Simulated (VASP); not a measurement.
# Ti3Al5 (Pmmm) in VASP: a series of runs

Ti3Al5 is run at these levels: PBEsol; tasks: single point, relaxation of cell and atoms.

Everything below comes from runs of VASP 6.6.1. Logs are shortened: lines on timing, memory, paths and dates and some standing lists are left out, and cuts for length are marked.

## (1) The cell of the first run

It takes space group Pmmm (No. 47, orthorhombic). The conventional cell has a = 3.729 Å, b = 3.825 Å, c = 7.724 Å, α = 90.00°, β = 90.00°, γ = 90.00°. Ti (site symmetry mm2) has 10 Al at 2.61 to 2.79 Å and 2 Ti at 2.76 Å within 3.4 Å. Within 3.5 Å of Ti (site symmetry mmm) lie 8 Al at 2.67 to 2.69 Å and 4 Ti at 2.76 Å. Within 3.5 Å of Al (site symmetry mmm) lie 4 Al at 2.65 Å and 8 Ti at 2.67 to 2.79 Å. Al (site symmetry mmm) has 4 Ti at 2.64 Å and 8 Al at 2.67 to 2.71 Å within 3.5 Å. Al (site symmetry mmm) has 4 Ti at 2.61 Å and 8 Al at 2.67 to 2.75 Å within 3.4 Å. Within 3.5 Å of Al (site symmetry mm2) lie 6 Al at 2.65 to 2.75 Å and 6 Ti at 2.68 to 2.69 Å.

## (2) Single point, PBEsol (13.77 Å³/atom)

Input file INCAR:

```
  ALGO = Fast
  EDIFF = 1E-6
  ENCUT = 520
  GGA = PS
  ISIF = 2
  ISMEAR = 0
  LASPH = T
  LCHARG = F
  LREAL = F
  LWAVE = F
  NBANDS = 36
  NELM = 60
  PREC = Accurate
  SIGMA = 0.1
```

Input file KPOINTS:

```
k-points
0
Gamma
  10 10 6
```

Input file POSCAR:

```
Ti3Al5
1.0
    3.7289093852      0.0000000000      0.0000000000
    0.0000000000      3.8254649723      0.0000000000
    0.0000000000      0.0000000000      7.7239219010
Ti Al
3 5
Direct
    0.0000000000      0.5000000000      0.2636785262
    0.0000000000      0.5000000000      0.7363214738
    0.5000000000      0.5000000000      0.0000000000
    0.0000000000      0.0000000000      0.0000000000
    0.0000000000      0.0000000000      0.5000000000
    0.5000000000      0.5000000000      0.5000000000
    0.5000000000      0.0000000000      0.2445329700
    0.5000000000      0.0000000000      0.7554670300
```

Potentials or basis: VASP PAW PBE potentials, release 64 (Ti_sv, Al).

The run is started by

```console
$ cat potpaw_PBE.64/Ti_sv/POTCAR potpaw_PBE.64/Al/POTCAR > POTCAR
$ mpirun -np 1 vasp_std > vasp.out
```

OUTCAR:

```text
EDIFF = 1E-6
   ENCUT = 520
   GGA = PS
   ISIF = 2
   ISMEAR = 0
   LASPH = T
   LREAL = F
   NELM = 60
   PREC = Accurate

 ion  position               nearest neighbor table
   1  0.000  0.500  0.264-   6 2.61   6 2.61   5 2.64   5 2.64   7 2.68   7 2.68   7 2.68   7 2.68
                             3 2.76   3 2.76   4 2.79   4 2.79
   2  0.000  0.500  0.736-   6 2.61   6 2.61   5 2.64   5 2.64   8 2.68   8 2.68   8 2.68   8 2.68
                             3 2.76   3 2.76   4 2.79   4 2.79
   3  0.500  0.500  0.000-   4 2.67   4 2.67   4 2.67   4 2.67   7 2.69   8 2.69   8 2.69   7 2.69
                             1 2.76   2 2.76   1 2.76   2 2.76
   4  0.000  0.000  0.000-   7 2.65   8 2.65   7 2.65   8 2.65   3 2.67   3 2.67   3 2.67   3 2.67
                             1 2.79   1 2.79   2 2.79   2 2.79
   5  0.000  0.000  0.500-   1 2.64   2 2.64   1 2.64   2 2.64   6 2.67   6 2.67   6 2.67   6 2.67
                             8 2.71   7 2.71   8 2.71   7 2.71
   6  0.500  0.500  0.500-   1 2.61   2 2.61   1 2.61   2 2.61   5 2.67   5 2.67   5 2.67   5 2.67
                             8 2.75   7 2.75   7 2.75   8 2.75
   7  0.500  0.000  0.245-   4 2.65   4 2.65   1 2.68   1 2.68   1 2.68   1 2.68   3 2.69   3 2.69
                             5 2.71   5 2.71   6 2.75   6 2.75
   8  0.500  0.000  0.755-   4 2.65   4 2.65   2 2.68   2 2.68   2 2.68   2 2.68   3 2.69   3 2.69
                             5 2.71   5 2.71   6 2.75   6 2.75

  LATTYP: Found a simple orthorhombic cell.
 ALAT       =     3.7289093852
 B/A-ratio  =     1.0258937875
 C/A-ratio  =     2.0713621875

  Lattice vectors:

 A1 = (   3.7289093852,   0.0000000000,   0.0000000000)
 A2 = (   0.0000000000,   3.8254649723,   0.0000000000)
 A3 = (   0.0000000000,   0.0000000000,   7.7239219010)

Analysis of symmetry for initial positions (statically):
=====================================================================
 Subroutine PRICEL returns:
 Original cell was already a primitive cell.

 Routine SETGRP: Setting up the symmetry group for a
 simple orthorhombic supercell.

 Subroutine GETGRP returns: Found  8 space group operations
 (whereof  8 operations were pure point group operations)
 out of a pool of  8 trial point group operations.

The static configuration has the point symmetry D_2h.

Analysis of symmetry for dynamics (positions and initial velocities):
=====================================================================
 Subroutine PRICEL returns:
 Original cell was already a primitive cell.

 Routine SETGRP: Setting up the symmetry group for a
 simple orthorhombic supercell.

 Subroutine GETGRP returns: Found  8 space group operations
 (whereof  8 operations were pure point group operations)
 out of a pool of  8 trial point group operations.

The dynamic configuration has the point symmetry D_2h.

 Subroutine INISYM returns: Found  8 space group operations
 (whereof  8 operations are pure point group operations),
 and found     1 'primitive' translations

----------------------------------------------------------------------------------------

                                     Primitive cell

  volume of cell :     110.1803

  direct lattice vectors                    reciprocal lattice vectors
     3.728909385  0.000000000  0.000000000     0.268174926  0.000000000  0.000000000
     0.000000000  3.825464972  0.000000000     0.000000000  0.261406132  0.000000000
     0.000000000  0.000000000  7.723921901     0.000000000  0.000000000  0.129467907

  length of vectors
     3.728909385  3.825464972  7.723921901     0.268174926  0.261406132  0.129467907

  position of ions in fractional coordinates (direct lattice)
     0.000000000  0.500000000  0.263678526
     0.000000000  0.500000000  0.736321474
     0.500000000  0.500000000  0.000000000
     0.000000000  0.000000000  0.000000000
     0.000000000  0.000000000  0.500000000
     0.500000000  0.500000000  0.500000000
     0.500000000  0.000000000  0.244532970
     0.500000000  0.000000000  0.755467030

  ion indices of the primitive-cell ions
   primitive index   ion index
                 1           1
                 2           2
                 3           3
                 4           4
                 5           5
                 6           6
                 7           7
                 8           8

----------------------------------------------------------------------------------------

 KPOINTS: k-points

Automatic generation of k-mesh.
 Grid dimensions read from file:
 generate k-points for:   10   10    6

 Generating k-lattice:

  Cartesian coordinates                     Fractional coordinates (reciprocal lattice)
     0.026817493  0.000000000  0.000000000     0.100000000  0.000000000  0.000000000
     0.000000000  0.026140613  0.000000000     0.000000000  0.100000000  0.000000000
     0.000000000  0.000000000  0.021577984     0.000000000  0.000000000  0.166666667

  Length of vectors
     0.026817493  0.026140613  0.021577984

  Shift w.r.t. Gamma in fractional coordinates (k-lattice)
     0.000000000  0.000000000  0.000000000

 Subroutine IBZKPT returns following result:
 ===========================================

 Found    144 irreducible k-points:

 Following reciprocal coordinates:
            Coordinates               Weight
  0.000000  0.000000  0.000000      1.000000
  0.100000  0.000000  0.000000      2.000000
  0.200000  0.000000  0.000000      2.000000
  0.300000  0.000000  0.000000      2.000000
  0.400000  0.000000  0.000000      2.000000
  0.500000  0.000000  0.000000      1.000000
[... 16 lines left out ...]
  0.400000  0.300000  0.000000      4.000000
  0.500000  0.300000  0.000000      2.000000
 [... further k-points ...]
   k-points           NKPTS =    144   k-points in BZ     NKDIM =    144   number of bands    NBANDS=     36
   number of dos      NEDOS =    301   number of ions     NIONS =      8
   total plane-waves  NPLWV =  47040
   dimension x,y,z NGX =    28 NGY =   28 NGZ =   60
   dimension x,y,z NGXF=    56 NGYF=   56 NGZF=  120
   ions per type =               3   5
   NGX,Y,Z   is equivalent  to a cutoff of  12.48, 12.17, 12.91 a.u.
   NGXF,Y,Z  is equivalent  to a cutoff of  24.97, 24.34, 25.83 a.u.
 SYSTEM =  unknown system
   PREC   = accura    normal or accurate (medium, high low for compatibility)
   ISTART =      0    job   : 0-new  1-cont  2-samecut
   ICHARG =      2    charge: 1-file 2-atom 10-const
   ISPIN  =      1    spin polarized calculation?
   LNONCOLLINEAR =      F non collinear calculations
   LSORBIT =      F    spin-orbit coupling
   LASPH  =      T    aspherical Exc in radial PAW
   ENCUT  =  520.0 eV  38.22 Ry    6.18 a.u.   6.93  7.11 14.36*2*pi/ulx,y,z
   NELM   =     60;   NELMIN=  2; NELMDL= -5     # of ELM steps
   EDIFF  = 0.1E-05   stopping-criterion for ELM
   LREAL  =      F    real-space projection
   EDIFFG = 0.1E-04   stopping-criterion for IOM
   NSW    =      0    number of steps for IOM
   IBRION =     -1    ionic relax: 0-MD 1-quasi-New 2-CG
   NFREE  =      0    steps in history (QN), initial steepest desc. (CG)
   ISIF   =      2    stress and relaxation
   ISYM   =      2    0-nonsym 1-usesym 2-fastsym
   POTIM  = 0.5000    time-step for ionic-motion
   TEBEG  =    0.0;   TEEND  =   0.0 temperature during run
   PSTRESS=    0.0 pullay stress
   NELECT =      51.0000    total number of electrons
   NUPDOWN=      -1.0000    fix difference up-down
   EMIN   =  10.00;   EMAX   =-10.00  energy-range for DOS
   EFERMI =   0.00;   METHOD = LEGACY
   ISMEAR =     0;   SIGMA  =   0.10  broadening in eV -4-tet -1-fermi 0-gaus
   EFERMI_NEDOS =   21; number of points for ismear=-14 and -15
   IALGO  =     68    algorithm
   IMIX   =      4    mixing-type and parameters
     AMIX     =   0.40;   BMIX     =  1.00
     AMIX_MAG =   1.60;   BMIX_MAG =  1.00
  volume/ion in A,a.u.               =      13.77        92.94
  Fermi-wavevector in a.u.,A,eV,Ry     =   1.266379  2.393109 21.819866  1.603715
  Thomas-Fermi vector in A             =   2.399582
   LORBIT       =      0    0 simple, 1 ext, 2 COOP (PROOUT), +10 PAW based schemes
   GGA     = PS    functional components
   LHFCALC =     F    Hartree Fock is set to
   AEXX    =    0.0000 exact exchange contribution
   IVDW    =     0    specifies the selected vdW correction
   LEPSILON=     F    determine dielectric tensor
   LRPA    =     F    only Hartree local field effects (RPA)
 non-spin polarized calculation
 RMM-DIIS sequential band-by-band and
 Gauss-broadening in eV      SIGMA  =   0.10
  energy-cutoff  :      520.00
  volume of cell :      110.18
 maximum number of plane-waves:      2992
 NGX is ok and might be reduce to    28
   NGX = 13   NGY = 15   NGZ = 29

 number of electron      51.0000001 magnetization

 Free energy of the ion-electron system (eV)
  ---------------------------------------------------
  ext. energy  EPLUGINS =         0.00000000
  ---------------------------------------------------
  free energy    TOTEN  =       -48.00460703 eV

  energy without entropy =      -47.98060810  energy(sigma->0) =      -47.99260757

 E-fermi :  10.0117     XC(G=0): -11.6342

 val. band max:       10.0075951476   @ k =   0.5000   0.2000   0.3333
 cond. band min:      10.0158660135   @ k =   0.1000   0.0000   0.0000
 fundamental gap:      0.0082708660
 Fermi energy:        10.0116506026

 k-point     1 :       0.0000    0.0000    0.0000
  band No.  band energies     occupation
      1     -46.0788      2.00000
      2     -46.0603      2.00000
      3     -45.8885      2.00000
      4     -22.5924      2.00000
      5     -22.5786      2.00000
      6     -22.5703      2.00000
[... 28 lines left out ...]
     35      14.1356      0.00000
     36      14.2500      0.00000

 k-point     2 :       0.1000    0.0000    0.0000
  band No.  band energies     occupation
      1     -46.0772      2.00000
      2     -46.0601      2.00000
      3     -45.8899      2.00000
      4     -22.5905      2.00000
      5     -22.5816      2.00000
      6     -22.5700      2.00000
[... 28 lines left out ...]
     35      13.9158      0.00000
     36      14.1337      0.00000
[... 817 lines left out ...]
     35      13.1413      0.00000
     36      13.3924      0.00000

 k-point    24 :       0.5000    0.3000    0.0000
  band No.  band energies     occupation
      1     -46.0590      2.00000
      2     -46.0573      2.00000
      3     -45.9028      2.00000
      4     -22.6393      2.00000
      5     -22.6303      2.00000
      6     -22.5904      2.00000
[... 28 lines left out ...]
     35      13.0420      0.00000
     36      13.2653      0.00000

 [... further k-points ...]
[... 5 lines left out ...]
  --------------------------------------------------------------------------------------
  -------------------------------------------------------------------------------------
  Total       13.0860133     13.0524119     13.0555939      0.0000000      0.0000000      0.0000000
  in kB      190.2891413    189.8005296    189.8468002      0.0000000      0.0000000      0.0000000
  external PRESSURE =     189.9788237 kB  Pullay stress =       0.0000000 kB

 VOLUME and BASIS-vectors are now :
 -----------------------------------------------------------------------------
  energy-cutoff  :      520.00
  volume of cell :      110.18
      direct lattice vectors                 reciprocal lattice vectors
     3.728909385  0.000000000  0.000000000     0.268174926  0.000000000  0.000000000
     0.000000000  3.825464972  0.000000000     0.000000000  0.261406132  0.000000000
     0.000000000  0.000000000  7.723921901     0.000000000  0.000000000  0.129467907

 POSITION                                       TOTAL-FORCE (eV/Angst)
 -----------------------------------------------------------------------------------
      0.00000      1.91273      2.03663         0.000000      0.000000     -0.013844
      0.00000      1.91273      5.68729        -0.000000      0.000000      0.013844
      1.86445      1.91273      0.00000         0.000000      0.000000     -0.000000
      0.00000      0.00000      0.00000         0.000000      0.000000     -0.000000
      0.00000      0.00000      3.86196         0.000000      0.000000     -0.000000
      1.86445      1.91273      3.86196         0.000000      0.000000     -0.000000
      1.86445      0.00000      1.88875         0.000000      0.000000      0.006591
      1.86445      0.00000      5.83517         0.000000      0.000000     -0.006591
 -----------------------------------------------------------------------------------
    total drift:                                0.000000      0.000000      0.000000

  FREE ENERGIE OF THE ION-ELECTRON SYSTEM (eV)
  ---------------------------------------------------
  free  energy   TOTEN  =       -48.0046070345 eV

  energy  without entropy=      -47.9806081032  energy(sigma->0) =      -47.99260757
```

It took 14 min on 1 thread of AMD EPYC 9R45 (Zen 5), shared host; peak memory 0.49 GiB.

Results:

```
Free energy            : -48.0046 eV
Pressure               : 19.0 GPa
Largest force          : 0.014 eV/Å
Band gap on the k mesh : zero (an odd number of electrons rules out a gap without spin polarisation)
```

Forces on the atoms (eV/Å):
```
Ti   0.000  0.000 -0.014
Ti   0.000  0.000  0.014
Ti   0.000  0.000  0.000
Al   0.000  0.000  0.000
Al   0.000  0.000  0.000
Al   0.000  0.000  0.000
Al   0.000  0.000  0.007
Al   0.000  0.000 -0.007
```

Levels at points of the mesh, in eV from the Fermi level:
```
           k point  band 22  band 23  band 24  band 25  band 26  band 27  band 28  band 29  band 30  band 31
(0.00, 0.00, 0.00)    -1.08    -0.78    -0.67    -0.46    -0.15     0.05     0.75     0.77     0.85     1.37
(0.50, 0.00, 0.00)    -1.63    -1.31    -1.01    -0.55    -0.03     0.83     1.06     1.66     1.78     1.84
(0.00, 0.50, 0.00)    -0.86    -0.52    -0.29     0.04     1.02     1.33     1.36     1.72     1.81     1.89
(0.50, 0.50, 0.00)    -2.26    -1.66    -1.01    -0.79    -0.18     0.01     1.25     1.44     1.55     1.63
(0.00, 0.00, 0.50)    -0.81    -0.78    -0.56    -0.49    -0.15     0.14     0.66     0.85     1.09     1.10
(0.50, 0.00, 0.50)    -1.48    -1.08    -0.76    -0.70    -0.60     1.06     1.39     1.41     1.67     1.81
(0.00, 0.50, 0.50)    -1.54    -0.92     0.77     0.88     1.02     1.18     1.27     1.33     1.54     1.65
(0.50, 0.50, 0.50)    -2.26    -2.09    -1.68    -1.16    -0.53    -0.18     1.49     1.50     1.63     1.93
```

Caveat: the cell stands under pressure; the PAW data sets were made with another functional, which shifts forces and pressure a little.

[end of part 1 of 2]
